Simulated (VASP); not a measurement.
# Mg3Sb2 (P-3m1) in VASP: single point with PBEsol

Aim: the single point of Mg3Sb2 with PBEsol.

Everything below comes from runs of VASP 6.6.1. Logs are shortened: lines on timing, memory, paths and dates and some standing lists are left out, and cuts for length are marked.

### 1 The cell of the first run

It takes space group P-3m1 (No. 164, trigonal). Conventional cell: a = 4.552 Å, b = 4.552 Å, c = 7.184 Å, α = 90.00°, β = 90.00°, γ = 120.00°. Within 3.8 Å of Mg (site symmetry 3m) lie 4 Sb at 2.82 to 2.93 Å and 6 Mg at 3.25 to 3.73 Å. Within 4.1 Å of Mg (site symmetry -3m) lie 6 Sb at 3.08 Å and 6 Mg at 3.73 Å. Sb (site symmetry 3m) has 7 Mg at 2.82 to 3.08 Å within 3.7 Å.

### 2 Single point, PBEsol

INCAR

```
PREC = Accurate
ENCUT = 600
EDIFF = 1E-6
ISMEAR = 0
SIGMA = 0.01
LREAL = False
LASPH = True
NELM = 120
ALGO = Normal
ISIF = 2
LWAVE = False
LCHARG = False
GGA = PS
NBANDS = 16
GGA_COMPAT = False
```

KPOINTS

```
regular mesh
0
Gamma
  9 9 6
```

POSCAR

```
Mg3Sb2
1.0
    4.5517580181      0.0000000000      0.0000000000
   -2.2758790090      3.9419380755      0.0000000000
    0.0000000000      0.0000000000      7.1842844640
Mg Sb
3 2
Direct
    0.3333333333      0.6666666667      0.6324997467
    0.6666666667      0.3333333333      0.3675002533
    0.0000000000      0.0000000000      0.0000000000
    0.3333333333      0.6666666667      0.2242108176
    0.6666666667      0.3333333333      0.7757891824
```

Potentials or basis: VASP PAW PBE potentials, release 64 (Mg, Sb).

The run is started by

```sh
$ cat potpaw_PBE.64/Mg/POTCAR potpaw_PBE.64/Sb/POTCAR > POTCAR
$ mpirun -np 1 vasp_std > vasp.out
```

OUTCAR:

```text
PREC = Accurate
   ENCUT = 600
   EDIFF = 1E-6
   ISMEAR = 0
   LREAL = False
   LASPH = True
   NELM = 120
   ISIF = 2
   GGA = PS

 ion  position               nearest neighbor table
   1  0.333  0.667  0.632-   5 2.82   5 2.82   5 2.82   4 2.93   2 3.25   2 3.25   2 3.25
   2  0.667  0.333  0.368-   4 2.82   4 2.82   4 2.82   5 2.93   1 3.25   1 3.25   1 3.25
   3  0.000  0.000  0.000-   4 3.08   5 3.08   4 3.08   5 3.08   5 3.08   4 3.08
   4  0.333  0.667  0.224-   2 2.82   2 2.82   2 2.82   1 2.93   3 3.08   3 3.08   3 3.08
   5  0.667  0.333  0.776-   1 2.82   1 2.82   1 2.82   2 2.93   3 3.08   3 3.08   3 3.08

  LATTYP: Found a hexagonal cell.
 ALAT       =     4.5517580181
 C/A-ratio  =     1.5783537779

  Lattice vectors:

 A1 = (   4.5517580181,   0.0000000000,   0.0000000000)
 A2 = (  -2.2758790090,   3.9419380755,   0.0000000000)
 A3 = (   0.0000000000,   0.0000000000,   7.1842844640)

Analysis of symmetry for initial positions (statically):
=====================================================================
 Subroutine PRICEL returns:
 Original cell was already a primitive cell.

 Routine SETGRP: Setting up the symmetry group for a
 hexagonal supercell.

 Subroutine GETGRP returns: Found 12 space group operations
 (whereof 12 operations were pure point group operations)
 out of a pool of 24 trial point group operations.

The static configuration has the point symmetry D_3d.

Analysis of symmetry for dynamics (positions and initial velocities):
=====================================================================
 Subroutine PRICEL returns:
 Original cell was already a primitive cell.

 Routine SETGRP: Setting up the symmetry group for a
 hexagonal supercell.

 Subroutine GETGRP returns: Found 12 space group operations
 (whereof 12 operations were pure point group operations)
 out of a pool of 24 trial point group operations.

The dynamic configuration has the point symmetry D_3d.

 Subroutine INISYM returns: Found 12 space group operations
 (whereof 12 operations are pure point group operations),
 and found     1 'primitive' translations

----------------------------------------------------------------------------------------

                                     Primitive cell

  volume of cell :     128.9058

  direct lattice vectors                    reciprocal lattice vectors
     4.551758018  0.000000000  0.000000000     0.219695334  0.126841160  0.000000000
    -2.275879009  3.941938075  0.000000000     0.000000000  0.253682321  0.000000000
     0.000000000  0.000000000  7.184284464     0.000000000  0.000000000  0.139192707

  length of vectors
     4.551758018  4.551758018  7.184284464     0.253682321  0.253682321  0.139192707

  position of ions in fractional coordinates (direct lattice)
     0.333333333  0.666666667  0.632499747
     0.666666667  0.333333333  0.367500253
     0.000000000  0.000000000  0.000000000
     0.333333333  0.666666667  0.224210818
     0.666666667  0.333333333  0.775789182

  ion indices of the primitive-cell ions
   primitive index   ion index
                 1           1
                 2           2
                 3           3
                 4           4
                 5           5

----------------------------------------------------------------------------------------

 KPOINTS: regular mesh

Automatic generation of k-mesh.
 Grid dimensions read from file:
 generate k-points for:    9    9    6

 Generating k-lattice:

  Cartesian coordinates                     Fractional coordinates (reciprocal lattice)
     0.024410593  0.014093462  0.000000000     0.111111111 -0.000000000  0.000000000
     0.000000000  0.028186925  0.000000000     0.000000000  0.111111111  0.000000000
     0.000000000  0.000000000  0.023198784     0.000000000  0.000000000  0.166666667

  Length of vectors
     0.028186925  0.028186925  0.023198784

  Shift w.r.t. Gamma in fractional coordinates (k-lattice)
     0.000000000  0.000000000  0.000000000

 Subroutine IBZKPT returns following result:
 ===========================================

 Found     62 irreducible k-points:

 Following reciprocal coordinates:
            Coordinates               Weight
  0.000000  0.000000  0.000000      1.000000
  0.111111  0.000000  0.000000      6.000000
  0.222222  0.000000  0.000000      6.000000
  0.333333  0.000000  0.000000      6.000000
  0.444444  0.000000  0.000000      6.000000
  0.111111  0.111111  0.000000      6.000000
[... 16 lines left out ...]
  0.222222  0.111111  0.166667     12.000000
 -0.111111  0.333333  0.166667     12.000000
 [... further k-points ...]
   k-points           NKPTS =     62   k-points in BZ     NKDIM =     62   number of bands    NBANDS=     16
   number of dos      NEDOS =    301   number of ions     NIONS =      5
   total plane-waves  NPLWV =  77760
   dimension x,y,z NGX =    36 NGY =   36 NGZ =   60
   dimension x,y,z NGXF=    72 NGYF=   72 NGZF=  120
   ions per type =               3   2
   NGX,Y,Z   is equivalent  to a cutoff of  13.15, 13.15, 13.88 a.u.
   NGXF,Y,Z  is equivalent  to a cutoff of  26.30, 26.30, 27.77 a.u.
 SYSTEM =  unknown system
   PREC   = accura    normal or accurate (medium, high low for compatibility)
   ISTART =      0    job   : 0-new  1-cont  2-samecut
   ICHARG =      2    charge: 1-file 2-atom 10-const
   ISPIN  =      1    spin polarized calculation?
   LNONCOLLINEAR =      F non collinear calculations
   LSORBIT =      F    spin-orbit coupling
   LASPH  =      T    aspherical Exc in radial PAW
   ENCUT  =  600.0 eV  44.10 Ry    6.64 a.u.   9.09  9.09 14.35*2*pi/ulx,y,z
   NELM   =    120;   NELMIN=  2; NELMDL= -5     # of ELM steps
   EDIFF  = 0.1E-05   stopping-criterion for ELM
   LREAL  =      F    real-space projection
   EDIFFG = 0.1E-04   stopping-criterion for IOM
   NSW    =      0    number of steps for IOM
   IBRION =     -1    ionic relax: 0-MD 1-quasi-New 2-CG
   NFREE  =      0    steps in history (QN), initial steepest desc. (CG)
   ISIF   =      2    stress and relaxation
   ISYM   =      2    0-nonsym 1-usesym 2-fastsym
   POTIM  = 0.5000    time-step for ionic-motion
   TEBEG  =    0.0;   TEEND  =   0.0 temperature during run
   PSTRESS=    0.0 pullay stress
   NELECT =      16.0000    total number of electrons
   NUPDOWN=      -1.0000    fix difference up-down
   EMIN   =  10.00;   EMAX   =-10.00  energy-range for DOS
   EFERMI =   0.00;   METHOD = LEGACY
   ISMEAR =     0;   SIGMA  =   0.01  broadening in eV -4-tet -1-fermi 0-gaus
   EFERMI_NEDOS =   21; number of points for ismear=-14 and -15
   IALGO  =     38    algorithm
   IMIX   =      4    mixing-type and parameters
     AMIX     =   0.40;   BMIX     =  1.00
     AMIX_MAG =   1.60;   BMIX_MAG =  1.00
  volume/ion in A,a.u.               =      25.78       173.98
  Fermi-wavevector in a.u.,A,eV,Ry     =   0.816627  1.543202  9.073460  0.666880
  Thomas-Fermi vector in A             =   1.926930
   LORBIT       =      0    0 simple, 1 ext, 2 COOP (PROOUT), +10 PAW based schemes
   GGA     = PS    functional components
   LHFCALC =     F    Hartree Fock is set to
   AEXX    =    0.0000 exact exchange contribution
   IVDW    =     0    specifies the selected vdW correction
   LEPSILON=     F    determine dielectric tensor
   LRPA    =     F    only Hartree local field effects (RPA)
 non-spin polarized calculation
 Gauss-broadening in eV      SIGMA  =   0.01
  energy-cutoff  :      600.00
  volume of cell :      128.91
 maximum number of plane-waves:      4353
   NGX = 19   NGY = 19   NGZ = 29

 number of electron      16.0000000 magnetization

 Free energy of the ion-electron system (eV)
  ---------------------------------------------------
  ext. energy  EPLUGINS =         0.00000000
  ---------------------------------------------------
  free energy    TOTEN  =       -16.16091443 eV

  energy without entropy =      -16.16091443  energy(sigma->0) =      -16.16091443

 E-fermi :   4.6006     XC(G=0):  -8.9501

 val. band max:        4.5483535070   @ k =   0.0000   0.0000   0.0000
 cond. band min:       4.6499210565   @ k =   0.0000   0.4444   0.3333
 fundamental gap:      0.1015675495
 Fermi energy:         4.6005681233

 k-point     1 :       0.0000    0.0000    0.0000
  band No.  band energies     occupation
      1      -5.9006      2.00000
      2      -4.6001      2.00000
      3      -0.4950      2.00000
      4       3.3897      2.00000
      5       3.3897      2.00000
      6       4.1135      2.00000
[... 8 lines left out ...]
     15       8.5947      0.00000
     16       9.5085      0.00000

 k-point     2 :       0.1111    0.0000    0.0000
  band No.  band energies     occupation
      1      -5.8136      2.00000
      2      -4.5492      2.00000
      3      -0.3869      2.00000
      4       2.5931      2.00000
      5       3.1417      2.00000
      6       3.3604      2.00000
[... 8 lines left out ...]
     15       8.6106      0.00000
     16       8.8019      0.00000

 k-point     3 :       0.2222    0.0000    0.0000
  band No.  band energies     occupation
      1      -5.5643      2.00000
      2      -4.4220      2.00000
      3      -0.0704      2.00000
      4       1.3684      2.00000
      5       2.2700      2.00000
      6       2.7152      2.00000
[... 8 lines left out ...]
     15       8.8491      0.00000
     16       9.3837      0.00000

 k-point     4 :       0.3333    0.0000    0.0000
  band No.  band energies     occupation
      1      -5.1982      2.00000
      2      -4.3039      2.00000
      3       0.2841      2.00000
      4       0.5344      2.00000
      5       1.3387      2.00000
      6       2.3674      2.00000
[... 8 lines left out ...]
     15       9.9358      0.00000
     16      10.0456      0.00000
[... 324 lines left out ...]
 k-point    22 :       0.1111    0.1111    0.1667
  band No.  band energies     occupation
      1      -5.5892      2.00000
      2      -4.5695      2.00000
      3       0.0301      2.00000
      4       1.9634      2.00000
      5       2.1058      2.00000
      6       2.9691      2.00000
[... 8 lines left out ...]
     15       8.8013      0.00000
     16       9.2240      0.00000

 k-point    23 :       0.2222    0.1111    0.1667
  band No.  band energies     occupation
      1      -5.2832      2.00000
      2      -4.4201      2.00000
      3       0.3002      2.00000
      4       0.9643      2.00000
      5       1.4458      2.00000
      6       2.3377      2.00000
[... 8 lines left out ...]
     15       9.5338      0.00000
     16       9.8820      0.00000

 k-point    24 :      -0.1111    0.3333    0.1667
  band No.  band energies     occupation
      1      -5.2848      2.00000
      2      -4.4166      2.00000
      3       0.1916      2.00000
      4       1.1648      2.00000
      5       1.4134      2.00000
      6       2.3345      2.00000
[... 8 lines left out ...]
     15       9.5727      0.00000
     16      10.1929      0.00000

 [... further k-points ...]
[... 5 lines left out ...]
  --------------------------------------------------------------------------------------
  -------------------------------------------------------------------------------------
  Total        0.0692791      0.0692791      0.0711410      0.0000000      0.0000000     -0.0000000
  in kB        0.8610740      0.8610740      0.8842157      0.0000000      0.0000000     -0.0000000
  external PRESSURE =       0.8687879 kB  Pullay stress =       0.0000000 kB

 VOLUME and BASIS-vectors are now :
 -----------------------------------------------------------------------------
  energy-cutoff  :      600.00
  volume of cell :      128.91
      direct lattice vectors                 reciprocal lattice vectors
     4.551758018  0.000000000  0.000000000     0.219695334  0.126841160  0.000000000
    -2.275879009  3.941938075  0.000000000     0.000000000  0.253682321  0.000000000
     0.000000000  0.000000000  7.184284464     0.000000000  0.000000000  0.139192707

 POSITION                                       TOTAL-FORCE (eV/Angst)
 -----------------------------------------------------------------------------------
     -0.00000      2.62796      4.54406        -0.000000      0.000000     -0.002103
      2.27588      1.31398      2.64023        -0.000000      0.000000      0.002103
      0.00000      0.00000      0.00000        -0.000000      0.000000     -0.000000
     -0.00000      2.62796      1.61079         0.000000      0.000000     -0.018881
      2.27588      1.31398      5.57349        -0.000000      0.000000      0.018881
 -----------------------------------------------------------------------------------
    total drift:                                0.000000     -0.000000     -0.000000

  FREE ENERGIE OF THE ION-ELECTRON SYSTEM (eV)
  ---------------------------------------------------
  free  energy   TOTEN  =       -16.1609144316 eV

  energy  without entropy=      -16.1609144316  energy(sigma->0) =      -16.16091443
```

Wall time 1.7 min (1 thread of Intel Xeon Platinum 8259CL at 2.50GHz (Skylake/Cascade Lake), shared host); peak memory 0.36 GiB.

Results:

```
Free energy            : -16.1609 eV
Pressure               : 0.1 GPa
Largest force          : 0.019 eV/Å
Band gap on the k mesh : 0.10 eV (least direct gap 1.10 eV)
```

Forces on the atoms (eV/Å):
```
Mg   0.000  0.000 -0.002
Mg   0.000  0.000  0.002
Mg   0.000  0.000  0.000
Sb   0.000  0.000 -0.019
Sb   0.000  0.000  0.019
```

Levels at points of the mesh, in eV from the valence-band top:
```tsv
k point	band 4	band 5	band 6	band 7	band 8	band 9	band 10	band 11	band 12	band 13
(0.00, 0.00, 0.00)	-1.16	-1.16	-0.43	-0.43	0.00	1.10	1.16	3.00	3.00	3.79
(0.00, 0.00, 0.50)	-3.10	-0.82	-0.82	-0.80	-0.80	1.69	1.85	2.65	2.65	3.49
```

Caveat: semilocal functionals underestimate gaps, and a narrow one can read as zero; the PAW data sets were made with another functional, which shifts forces and pressure a little; spin-orbit coupling is left out, which moves the levels of the heavy elements.
